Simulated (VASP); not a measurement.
Runs of VASP 6.6.1 on AgCl. The structure is that of space group Fm-3m (No. 225), or close to it. The cells are those of the table. 

```csv
cell,gap on the mesh (eV),pressure (GPa)
"a = 3.941, b = 3.922, c = 3.922 Å, angles 59.7, 59.8, 59.8°, 2 atoms",0.90,1.5
"a = 3.843, b = 3.922, c = 3.922 Å, angles 61.3, 60.7, 60.7°, 2 atoms",(a),1.5
"a = 3.883, b = 3.922, c = 3.922 Å, angles 60.7, 60.3, 60.3°, 2 atoms",0.89,1.5
"a = 3.951, b = 3.922, c = 3.922 Å, angles 59.5, 59.8, 59.8°, 2 atoms",0.90,1.5
"a = 3.981, b = 3.922, c = 3.922 Å, angles 59.0, 59.5, 59.5°, 2 atoms",0.88,1.5
"a = 3.971, b = 3.922, c = 3.922 Å, angles 59.2, 59.6, 59.6°, 2 atoms",0.89,1.5
```

Alike in all rows: task single point; level PBE; potentials or basis VASP PAW PBE potentials, release 64 (Ag, Cl); no spin polarisation; k mesh 8 × 8 × 8; cutoff (eV) 520; smearing gaussian 0.05 eV.

Estimate the missing entries.

(a) 0.87.

A k mesh can miss the band edges, and the runs leave out spin-orbit coupling on Ag.
